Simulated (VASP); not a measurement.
# Ti (P6_3/mmc) in VASP: notebook

Ti is run at these levels: PBEsol; tasks: electric field gradients.

Everything below comes from runs of VASP 6.6.1. Logs are shortened: lines on timing, memory, paths and dates and some standing lists are left out, and cuts for length are marked.

## Step 1: The cell of the first run

The structure is hexagonal, space group P6_3/mmc (No. 194). The conventional cell has a = 2.890 Å, b = 2.890 Å, c = 4.590 Å, α = 90.00°, β = 90.00°, γ = 120.00°. Ti (site symmetry -6m2) has 12 Ti at 2.84 to 2.89 Å within 3.7 Å.

## Step 2: Electric field gradients, PBEsol (volume scaled by 0.94)

File INCAR:

```
SYSTEM = Ti
  PREC = Accurate
  ENCUT = 520
  EDIFF = 1E-8
  ISMEAR = -1
  SIGMA = 0.08
  LREAL = .False.
  LASPH = .True.
  NELM = 80
  ALGO = Normal
  ISIF = 2
  LWAVE = .False.
  LCHARG = .False.
  GGA = PS
  LEFG = .True.
  NBANDS = 19
```

File KPOINTS:

```
regular mesh
0
Gamma
  13 13 7
  0 0 0
```

File POSCAR:

```
Ti
1.0
    2.8897769248      0.0000000000      0.0000000000
   -1.4448884624      2.5026202281      0.0000000000
    0.0000000000      0.0000000000      4.5903405054
Ti
2
Direct
    0.3333333333      0.6666666667      0.2500000000
    0.6666666667      0.3333333333      0.7500000000
```

Potentials or basis: VASP PAW PBE potentials, release 64 (Ti_sv).

The run is started by

```bash
cat potpaw_PBE.64/Ti_sv/POTCAR > POTCAR
mpirun -np 1 vasp_std > vasp.out
```

OUTCAR:

```text
SYSTEM = Ti
   PREC = Accurate
   ENCUT = 520
   EDIFF = 1E-8
   ISMEAR = -1
   LREAL = .False.
   LASPH = .True.
   NELM = 80
   ISIF = 2
   GGA = PS

 ion  position               nearest neighbor table
   1  0.333  0.667  0.250-   2 2.84   2 2.84   2 2.84   2 2.84   2 2.84   2 2.84
   2  0.667  0.333  0.750-   1 2.84   1 2.84   1 2.84   1 2.84   1 2.84   1 2.84

  LATTYP: Found a hexagonal cell.
 ALAT       =     2.8897769248
 C/A-ratio  =     1.5884757284

  Lattice vectors:

 A1 = (   2.8897769248,   0.0000000000,   0.0000000000)
 A2 = (  -1.4448884624,   2.5026202281,   0.0000000000)
 A3 = (   0.0000000000,   0.0000000000,   4.5903405054)

Analysis of symmetry for initial positions (statically):
=====================================================================
 Subroutine PRICEL returns:
 Original cell was already a primitive cell.

 Routine SETGRP: Setting up the symmetry group for a
 hexagonal supercell.

 Subroutine GETGRP returns: Found 24 space group operations
 (whereof 12 operations were pure point group operations)
 out of a pool of 24 trial point group operations.

The static configuration has the point symmetry D_3d.
 The point group associated with its full space group is D_6h.

Analysis of symmetry for dynamics (positions and initial velocities):
=====================================================================
 Subroutine PRICEL returns:
 Original cell was already a primitive cell.

 Routine SETGRP: Setting up the symmetry group for a
 hexagonal supercell.

 Subroutine GETGRP returns: Found 24 space group operations
 (whereof 12 operations were pure point group operations)
 out of a pool of 24 trial point group operations.

The dynamic configuration has the point symmetry D_3d.
 The point group associated with its full space group is D_6h.

 Subroutine INISYM returns: Found 24 space group operations
 (whereof 12 operations are pure point group operations),
 and found     1 'primitive' translations

----------------------------------------------------------------------------------------

                                     Primitive cell

  volume of cell :      33.1974

  direct lattice vectors                    reciprocal lattice vectors
     2.889776925  0.000000000  0.000000000     0.346047472  0.199790601  0.000000000
    -1.444888462  2.502620228  0.000000000     0.000000000  0.399581202  0.000000000
     0.000000000  0.000000000  4.590340505     0.000000000  0.000000000  0.217848763

  length of vectors
     2.889776925  2.889776925  4.590340505     0.399581202  0.399581202  0.217848763

  position of ions in fractional coordinates (direct lattice)
     0.333333333  0.666666667  0.250000000
     0.666666667  0.333333333  0.750000000

  ion indices of the primitive-cell ions
   primitive index   ion index
                 1           1
                 2           2

----------------------------------------------------------------------------------------

 KPOINTS: regular mesh

Automatic generation of k-mesh.
 Grid dimensions read from file:
 generate k-points for:   13   13    7

 Generating k-lattice:

  Cartesian coordinates                     Fractional coordinates (reciprocal lattice)
     0.026619036  0.015368508  0.000000000     0.076923077 -0.000000000  0.000000000
     0.000000000  0.030737016  0.000000000     0.000000000  0.076923077  0.000000000
     0.000000000  0.000000000  0.031121252     0.000000000  0.000000000  0.142857143

  Length of vectors
     0.030737016  0.030737016  0.031121252

  Shift w.r.t. Gamma in fractional coordinates (k-lattice)
     0.000000000  0.000000000  0.000000000

 Subroutine IBZKPT returns following result:
 ===========================================

 Found     84 irreducible k-points:

 Following reciprocal coordinates:
            Coordinates               Weight
  0.000000  0.000000  0.000000      1.000000
  0.076923  0.000000  0.000000      6.000000
  0.153846  0.000000  0.000000      6.000000
  0.230769  0.000000  0.000000      6.000000
  0.307692  0.000000  0.000000      6.000000
  0.384615 -0.000000  0.000000      6.000000
[... 16 lines left out ...]
  0.076923  0.000000  0.142857     12.000000
  0.153846  0.000000  0.142857     12.000000
 [... further k-points ...]
   k-points           NKPTS =     84   k-points in BZ     NKDIM =     84   number of bands    NBANDS=     19
   number of dos      NEDOS =    301   number of ions     NIONS =      2
   total plane-waves  NPLWV =  20736
   dimension x,y,z NGX =    24 NGY =   24 NGZ =   36
   dimension x,y,z NGXF=    48 NGYF=   48 NGZF=   72
   ions per type =               2
   NGX,Y,Z   is equivalent  to a cutoff of  13.81, 13.81, 13.04 a.u.
   NGXF,Y,Z  is equivalent  to a cutoff of  27.61, 27.61, 26.08 a.u.
 SYSTEM =  Ti
   PREC   = accura    normal or accurate (medium, high low for compatibility)
   ISTART =      0    job   : 0-new  1-cont  2-samecut
   ICHARG =      2    charge: 1-file 2-atom 10-const
   ISPIN  =      1    spin polarized calculation?
   LNONCOLLINEAR =      F non collinear calculations
   LSORBIT =      F    spin-orbit coupling
   LASPH  =      T    aspherical Exc in radial PAW
   ENCUT  =  520.0 eV  38.22 Ry    6.18 a.u.   5.37  5.37  8.53*2*pi/ulx,y,z
   NELM   =     80;   NELMIN=  2; NELMDL= -5     # of ELM steps
   EDIFF  = 0.1E-07   stopping-criterion for ELM
   LREAL  =      F    real-space projection
   EDIFFG = 0.1E-06   stopping-criterion for IOM
   NSW    =      0    number of steps for IOM
   IBRION =     -1    ionic relax: 0-MD 1-quasi-New 2-CG
   NFREE  =      0    steps in history (QN), initial steepest desc. (CG)
   ISIF   =      2    stress and relaxation
   ISYM   =      2    0-nonsym 1-usesym 2-fastsym
   POTIM  = 0.5000    time-step for ionic-motion
   TEBEG  =    0.0;   TEEND  =   0.0 temperature during run
   PSTRESS=    0.0 pullay stress
   NELECT =      24.0000    total number of electrons
   NUPDOWN=      -1.0000    fix difference up-down
   EMIN   =  10.00;   EMAX   =-10.00  energy-range for DOS
   EFERMI =   0.00;   METHOD = LEGACY
   ISMEAR =    -1;   SIGMA  =   0.08  broadening in eV -4-tet -1-fermi 0-gaus
   EFERMI_NEDOS =   21; number of points for ismear=-14 and -15
   IALGO  =     38    algorithm
   IMIX   =      4    mixing-type and parameters
     AMIX     =   0.40;   BMIX     =  1.00
     AMIX_MAG =   1.60;   BMIX_MAG =  1.00
  volume/ion in A,a.u.               =      16.60       112.01
  Fermi-wavevector in a.u.,A,eV,Ry     =   1.469300  2.776575 29.372841  2.158843
  Thomas-Fermi vector in A             =   2.584694
   LORBIT       =      0    0 simple, 1 ext, 2 COOP (PROOUT), +10 PAW based schemes
   GGA     = PS    functional components
   LHFCALC =     F    Hartree Fock is set to
   AEXX    =    0.0000 exact exchange contribution
   IVDW    =     0    specifies the selected vdW correction
   LEPSILON=     F    determine dielectric tensor
   LRPA    =     F    only Hartree local field effects (RPA)
 non-spin polarized calculation
  energy-cutoff  :      520.00
  volume of cell :       33.20
 maximum number of plane-waves:       911
 NGX is ok and might be reduce to    24
   NGX = 11   NGY = 11   NGZ = 17

 number of electron      24.0000001 magnetization

 Free energy of the ion-electron system (eV)
  ---------------------------------------------------
  ext. energy  EPLUGINS =         0.00000000
  ---------------------------------------------------
  free energy    TOTEN  =       -16.69996894 eV

  energy without entropy =      -16.65367371  energy(sigma->0) =      -16.67682133

 E-fermi :   8.6839     XC(G=0): -11.8535

 val. band max:        8.6804194696   @ k =   0.0769   0.0769   0.4286
 cond. band min:       8.6913251972   @ k =   0.0000   0.0000   0.4286
 fundamental gap:      0.0109057276
 Fermi energy:         8.6838750590

 k-point     1 :       0.0000    0.0000    0.0000
  band No.  band energies     occupation
      1     -47.8541      2.00000
      2     -47.6883      2.00000
      3     -24.5961      2.00000
      4     -23.8525      2.00000
      5     -23.8525      2.00000
      6     -23.7690      2.00000
[... 11 lines left out ...]
     18      10.4124      0.00000
     19      12.0371      0.00000

 k-point     2 :       0.0769    0.0000    0.0000
  band No.  band energies     occupation
      1     -47.8470      2.00000
      2     -47.6854      2.00000
      3     -24.5808      2.00000
      4     -23.8842      2.00000
      5     -23.8631      2.00000
      6     -23.7753      2.00000
[... 11 lines left out ...]
     18      10.3132      0.00000
     19      12.0904      0.00000

 k-point     3 :       0.1538    0.0000    0.0000
  band No.  band energies     occupation
      1     -47.8268      2.00000
      2     -47.6776      2.00000
      3     -24.5369      2.00000
      4     -23.9726      2.00000
      5     -23.8913      2.00000
      6     -23.8600      2.00000
[... 11 lines left out ...]
     18      10.4578      0.00000
     19      12.2067      0.00000

 k-point     4 :       0.2308    0.0000    0.0000
  band No.  band energies     occupation
      1     -47.7972      2.00000
      2     -47.6677      2.00000
      3     -24.4697      2.00000
      4     -24.0984      2.00000
      5     -23.9824      2.00000
      6     -23.9297      2.00000
[... 11 lines left out ...]
     18      10.9424      0.00000
     19      12.3222      0.00000

 k-point     5 :       0.3077    0.0000    0.0000
  band No.  band energies     occupation
      1     -47.7636      2.00000
      2     -47.6591      2.00000
      3     -24.3881      2.00000
      4     -24.2328      2.00000
      5     -24.1074      2.00000
      6     -23.9689      2.00000
[... 11 lines left out ...]
     18      11.5121      0.00000
     19      12.4075      0.00000
[... 334 lines left out ...]
      2     -47.6644      2.00000
      3     -24.3124      2.00000
      4     -24.1989      2.00000
      5     -24.1562      2.00000
      6     -24.1337      2.00000
[... 11 lines left out ...]
     18      12.1867      0.00000
     19      14.5340      0.00000

 k-point    22 :       0.0000    0.0000    0.1429
  band No.  band energies     occupation
      1     -47.8461      2.00000
      2     -47.6966      2.00000
      3     -24.5568      2.00000
      4     -23.8469      2.00000
      5     -23.8469      2.00000
      6     -23.8118      2.00000
[... 11 lines left out ...]
     18      10.6082      0.00000
     19      12.0466      0.00000

 k-point    23 :       0.0769    0.0000    0.1429
  band No.  band energies     occupation
      1     -47.8391      2.00000
      2     -47.6935      2.00000
      3     -24.5434      2.00000
      4     -23.8778      2.00000
      5     -23.8571      2.00000
      6     -23.8297      2.00000
[... 11 lines left out ...]
     18      10.5601      0.00000
     19      12.0898      0.00000

 k-point    24 :       0.1538    0.0000    0.1429
  band No.  band energies     occupation
      1     -47.8195      2.00000
      2     -47.6851      2.00000
      3     -24.5057      2.00000
      4     -23.9638      2.00000
      5     -23.9006      2.00000
      6     -23.8846      2.00000
[... 11 lines left out ...]
     18      10.5778      0.00000
     19      12.1829      0.00000

 [... further k-points ...]

------------------------ aborting loop because EDIFF is reached ----------------------------------------

  FORCE on cell =-STRESS in cart. coord.  units (eV):
  Direction    XX          YY          ZZ          XY          YZ          ZX
  --------------------------------------------------------------------------------------
  -------------------------------------------------------------------------------------
  Total        0.1586597      0.1586597      0.0991618      0.0000000      0.0000000      0.0000000
  in kB        7.6572537      7.6572537      4.7857585      0.0000000      0.0000000      0.0000000
  external PRESSURE =       6.7000886 kB  Pullay stress =       0.0000000 kB

 VOLUME and BASIS-vectors are now :
 -----------------------------------------------------------------------------
  energy-cutoff  :      520.00
  volume of cell :       33.20
      direct lattice vectors                 reciprocal lattice vectors
     2.889776925  0.000000000  0.000000000     0.346047472  0.199790601  0.000000000
    -1.444888462  2.502620228  0.000000000     0.000000000  0.399581202  0.000000000
     0.000000000  0.000000000  4.590340505     0.000000000  0.000000000  0.217848763

 POSITION                                       TOTAL-FORCE (eV/Angst)
 -----------------------------------------------------------------------------------
     -0.00000      1.66841      1.14759         0.000000     -0.000000      0.000000
      1.44489      0.83421      3.44276        -0.000000      0.000000      0.000000
 -----------------------------------------------------------------------------------
    total drift:                                0.000000     -0.000000      0.000000

  FREE ENERGIE OF THE ION-ELECTRON SYSTEM (eV)
  ---------------------------------------------------
  free  energy   TOTEN  =       -16.6999689409 eV

  energy  without entropy=      -16.6536737096  energy(sigma->0) =      -16.67682133

 Electric field gradients (V/A^2)
---------------------------------------------------------------------
 ion       V_xx      V_yy      V_zz      V_xy      V_xz      V_yz
---------------------------------------------------------------------
   1      -9.562    -9.561    19.122     0.001    -0.000     0.000
   2      -9.562    -9.561    19.122     0.001     0.000    -0.000
---------------------------------------------------------------------

 Electric field gradients after diagonalization (V/A^2)
 (convention: |V_zz| > |V_xx| > |V_yy|)
----------------------------------------------------------------------
 ion       V_xx      V_yy      V_zz     asymmetry (V_yy - V_xx)/ V_zz
----------------------------------------------------------------------
   1      -9.562    -9.560    19.122       0.000
   2      -9.562    -9.560    19.122       0.000
----------------------------------------------------------------------

           NMR quadrupolar parameters

 Cq : quadrupolar parameter    Cq=e*Q*V_zz/h
 eta: asymmetry parameters     (V_yy - V_xx)/ V_zz
 Q  : nuclear electric quadrupole moment in mb (millibarn)
----------------------------------------------------------------------
 ion       Cq(MHz)       eta       Q (mb)
----------------------------------------------------------------------
   1       0.046       0.000       1.000
   2       0.046       0.000       1.000
----------------------------------------------------------------------
```

Run time: 1.7 min. Hardware: 1 thread of Intel Xeon Platinum 8259CL at 2.50GHz (Skylake/Cascade Lake), shared host; peak memory 0.18 GiB.

What came out:

```yaml
Free_energy: -16.7000 eV
Pressure: 0.7 GPa
Band_gap_on_the_k_mesh: zero (band 12 reaches 9.50 eV, above the bottom of band 13 at 8.36 eV)
```

Levels at points of the mesh, in eV from the Fermi level:
```
           k point  band 10  band 11  band 12  band 13  band 14  band 15
(0.00, 0.00, 0.00)    -2.80     0.81     0.81     0.90     0.92     1.34
```

Electric field gradients, principal values (V/Å²):
| atom | least | middle | greatest (by size) |
| --- | --- | --- | --- |
| 1 Ti | -9.560 | -9.562 | 19.122 |
| 2 Ti | -9.560 | -9.562 | 19.122 |

Caveat: without QUAD_EFG the Cq values of the log hold for a quadrupole moment of 1 mb, not for the nuclei; the PAW data sets were made with another functional, which shifts forces and pressure a little.

## Step 3: Electric field gradients, PBEsol (volume scaled by 0.9405)

File INCAR:

```
PREC     = Accurate       # precision mode
ENCUT    = 520            # plane-wave cutoff, eV
EDIFF    = 1E-8           # SCF threshold, eV
ISMEAR   = -1             # smearing method
SIGMA    = 0.08           # smearing width, eV
LREAL    = F              # projectors in reciprocal space
LASPH    = T              # aspherical terms in the spheres
NELM     = 60             # most SCF steps
ALGO     = Normal         # electronic algorithm
ISIF     = 2              # what is computed and relaxed
LWAVE    = F              # write WAVECAR
LCHARG   = F              # write CHGCAR
GGA      = PS             # functional
LEFG     = T            
NBANDS   = 19             # bands
```

File KPOINTS:

```
regular mesh
0
Gamma
  13 13 7
```

File POSCAR:

```
Ti
1.0
    2.8902892058      0.0000000000      0.0000000000
   -1.4451446029      2.5030638765      0.0000000000
    0.0000000000      0.0000000000      4.5911542513
Ti
2
Direct
    0.3333333333      0.6666666667      0.2500000000
    0.6666666667      0.3333333333      0.7500000000
```

Potentials or basis: VASP PAW PBE potentials, release 64 (Ti_sv).

The run is started by

```bash
cat potpaw_PBE.64/Ti_sv/POTCAR > POTCAR
mpirun -np 1 vasp_std > vasp.out
```

OUTCAR:

```text
PREC = Accurate
   ENCUT = 520
   EDIFF = 1E-8
   ISMEAR = -1
   LREAL = F
   LASPH = T
   NELM = 60
   ISIF = 2
   GGA = PS

 ion  position               nearest neighbor table
   1  0.333  0.667  0.250-   2 2.84   2 2.84   2 2.84   2 2.84   2 2.84   2 2.84
   2  0.667  0.333  0.750-   1 2.84   1 2.84   1 2.84   1 2.84   1 2.84   1 2.84

  LATTYP: Found a hexagonal cell.
 ALAT       =     2.8902892058
 C/A-ratio  =     1.5884757283

  Lattice vectors:

[... 742 lines left out ...]

  FREE ENERGIE OF THE ION-ELECTRON SYSTEM (eV)
  ---------------------------------------------------
  free  energy   TOTEN  =       -16.7000484614 eV

  energy  without entropy=      -16.6537310079  energy(sigma->0) =      -16.67688973

 Electric field gradients (V/A^2)
---------------------------------------------------------------------
 ion       V_xx      V_yy      V_zz      V_xy      V_xz      V_yz
---------------------------------------------------------------------
   1      -9.550    -9.549    19.100     0.001     0.000    -0.000
   2      -9.550    -9.549    19.100     0.001    -0.000     0.000
---------------------------------------------------------------------

 Electric field gradients after diagonalization (V/A^2)
 (convention: |V_zz| > |V_xx| > |V_yy|)
----------------------------------------------------------------------
 ion       V_xx      V_yy      V_zz     asymmetry (V_yy - V_xx)/ V_zz
----------------------------------------------------------------------
   1      -9.551    -9.549    19.100       0.000
   2      -9.551    -9.549    19.100       0.000
----------------------------------------------------------------------

           NMR quadrupolar parameters

 Cq : quadrupolar parameter    Cq=e*Q*V_zz/h
 eta: asymmetry parameters     (V_yy - V_xx)/ V_zz
 Q  : nuclear electric quadrupole moment in mb (millibarn)
----------------------------------------------------------------------
 ion       Cq(MHz)       eta       Q (mb)
----------------------------------------------------------------------
   1       0.046       0.000       1.000
   2       0.046       0.000       1.000
----------------------------------------------------------------------
```

Run time: 88 s. Hardware: 1 thread of Intel Xeon Platinum 8259CL at 2.50GHz (Skylake/Cascade Lake), shared host; peak memory 0.18 GiB.

Results:

- Free energy: -16.7000 eV
- Pressure: 0.6 GPa
- Band gap on the k mesh: zero (band 12 reaches 9.49 eV, above the bottom of band 13 at 8.35 eV)

Stress tensor (GPa, compression positive):
```
0.70 0.00 0.00
0.00 0.70 0.00
0.00 0.00 0.41
```

Electric field gradients, principal values (V/Å²):
```
atom   least  middle  greatest (by size)
1 Ti  -9.549  -9.551              19.100
2 Ti  -9.549  -9.551              19.100
```

Caveat: without QUAD_EFG the Cq values of the log hold for a quadrupole moment of 1 mb, not for the nuclei; the PAW data sets were made with another functional, which shifts forces and pressure a little.

(Continued in part 2 of 2.)
